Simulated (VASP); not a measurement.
Wanted: the native input for a VASP 6.6.1 run.

* Task: single point
* Functional: PBE
* Dispersion: D3(BJ)
* Potentials or basis: VASP PAW PBE potentials, release 64 (As, S, Se)
* Cutoff: 520 eV
* k mesh: 1 × 1 × 1, shifted
* Occupations: fermi-dirac, width 0.0655 eV
* Spin: no spin polarisation
* Dipole correction: no
* Further INCAR settings: LREAL = Auto; ALGO = Normal; EDIFF = 1e-07; NBANDS = 88; ISYM = 0

The structure of As10Se12S3 lies in POSCAR:

```
As10Se12S3
1.0
    8.8186510000      0.2405820000      0.2922810000
    0.2405820000      8.9584340000      0.2205530000
    0.2922810000      0.2205530000      8.8565100000
As S Se
10 3 12
Direct
    0.0482440143      0.6456632575      0.6839203279
    0.2355025382     -0.0144409614      1.0047096520
    0.6887974453      0.6959700116      0.5503226801
    0.0912394353      0.8809611368      0.5636660293
    0.5220951643      0.4392672666      0.4446753619
    0.5754228569      0.4520930205      0.1404203642
    0.7716925404      0.5972465082      0.7826066276
    0.8991947593      0.3388153248      0.6261315936
    0.2203264721      0.2577689588      0.8411910607
    0.6182432157      0.0890995242      0.4045630940
    0.5121973245      0.8464174335      0.0933237302
    0.1500585576      0.3431840615      0.6089141728
    0.3283153657      0.6824490104      0.3028469996
    0.9195945616      0.0284976118      0.4229918724
    1.0211615959      0.9217150515      0.9473117343
    0.8180717721      0.5294913900      0.1407325515
    0.7359544660      0.1047861555      0.1670199200
    0.5463228872      0.8810474367      0.8515605521
    0.3395584622      0.5889411943      0.9260156389
    0.3761475968      0.6784579894      0.5505005086
    0.9558917124      0.5344813906      0.4461938778
    0.1787357602      0.9868951586      0.2960524231
    0.1909722729      0.4225196314      0.0619183472
    0.5061825839      0.2577790436      0.7272811194
    0.3812098424      0.2291784715      0.3118958378
```

One way to write it, as run:

INCAR

```
SYSTEM = As10Se12S3
ALGO = Normal
EDIFF = 1E-7
ENCUT = 520
GGA = PE
ISIF = 2
ISMEAR = -1
ISYM = 0
IVDW = 12
LASPH = .True.
LCHARG = .True.
LELF = .True.
LREAL = Auto
LVHAR = .True.
LWAVE = .False.
NBANDS = 88
NELM = 60
PREC = Accurate
SIGMA = 0.0655
```

KPOINTS

```
Automatic mesh
0
Gamma
  1 1 1
  0.25 0.25 0.25
```

Potentials or basis: VASP PAW PBE potentials, release 64 (As, S, Se).

The run is started by

```console
$ cat potpaw_PBE.64/As/POTCAR potpaw_PBE.64/S/POTCAR potpaw_PBE.64/Se/POTCAR > POTCAR
$ mpirun -np 1 vasp_std > vasp.out
```

It gave:

```yaml
Pressure: 0.3 GPa
Largest_force: 3.645 eV/Å
Band_gap_on_the_k_mesh: 0.15 eV
Dispersion_energy_per_atom: -0.297 eV
```

Caveat: the k points lie up to 0.71 Å⁻¹ apart.

Wall time 110 s on 1 thread of Intel(R) Xeon(R) 6975P-C (Granite Rapids), on a shared host, peak memory 0.67 GiB.
